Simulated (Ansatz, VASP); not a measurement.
# Rh in VASP and in Ansatz

Contents of INCAR:

```
SYSTEM = Rh
ALGO     = Normal         ! electronic algorithm
EDIFF    = 1E-6           ! SCF threshold, eV
ENCUT    = 500            ! plane-wave cutoff, eV
GGA_COMPAT= .False.      
ISIF     = 2              ! what is computed and relaxed
ISMEAR   = -1             ! smearing method
LASPH    = .True.         ! aspherical terms in the spheres
LCHARG   = .False.        ! write CHGCAR
LREAL    = .False.        ! projectors in reciprocal space
LWAVE    = .False.        ! write WAVECAR
NBANDS   = 14             ! bands
NELM     = 120            ! most SCF steps
PREC     = Accurate       ! precision mode
SIGMA    = 0.05           ! smearing width, eV
```

KPOINTS

```
k-points
0
Gamma
  17 17 17
  0 0 0
```

File POSCAR:

```
Rh
1.0
    0.0000000000      1.6174305722      1.6174305722
    1.6174305722      0.0000000000      1.6174305722
    1.6174305722      1.6174305722      0.0000000000
Rh
1
Direct
    0.0000000000      0.0000000000      0.0000000000
```

Input for Ansatz:

```yaml
crystal:
  lattice:
    - [0.0, 1.6174305722, 1.6174305722]
    - [1.6174305722, 0.0, 1.6174305722]
    - [1.6174305722, 1.6174305722, 0.0]
  atoms:
    - { symbol: Rh, position: [0.0, 0.0, 0.0] }
kpoints:
  mp_grid: { grid: [17, 17, 17] }
  band_path:
    path:
      - [0.0, 0.0, 0.0]
      - [0.5, 0.0, 0.5]
      - [0.625, 0.25, 0.625]
      - [0.375, 0.375, 0.75]
      - [0.0, 0.0, 0.0]
      - [0.5, 0.5, 0.5]
      - [0.5, 0.25, 0.75]
      - [0.5, 0.0, 0.5]
    npoints: 8
scf:
  occupations: { method: fermi_dirac, width: 0.05 }
hamiltonian:
  xc: lda
  pseudopotentials: { kind: paw }
output:
  forces: true
  stress: true
  eigenvalues: true
  populations: true
  dos: { projected: true, de: 0.2, e_range: [-14, 8] }
  write_density: true
  write_potential: true
  elf: true
  volumetric_format: npy
```

Change from the starting cell: volume scaled by 0.64, PAW files.

Alike in both runs: task single point; functional LDA; k mesh 17 × 17 × 17; occupations fermi-dirac, width 0.05 eV; no spin polarisation.

|  | VASP | Ansatz |
| --- | --- | --- |
| version | VASP 6.6.1 | Ansatz 0.2.0 |
| potentials or method | VASP PAW LDA potentials, release 64 (Rh_pv) | PAW with Ansatz's default frozen-core files, scalar-relativistic |
| plane-wave cutoff (eV) | 500 | 420 |
| valence electrons in the cell | 15 | 17 |

|  | VASP | Ansatz | Ansatz less VASP |
| --- | --- | --- | --- |
| pressure (GPa) | 427.0 | 418.5 | -8.50 |

LDA's correlation is that of Perdew and Zunger in VASP and of Perdew and Wang (1992) in Ansatz. Both programs put the cell under a high pressure, so it lies far from rest at this level. VASP's potentials hold 15 valence electrons a cell and Ansatz's 17, so a difference there can come from the potentials and not from the codes.

Noted on VASP's run: the cell as given lies far from equilibrium.
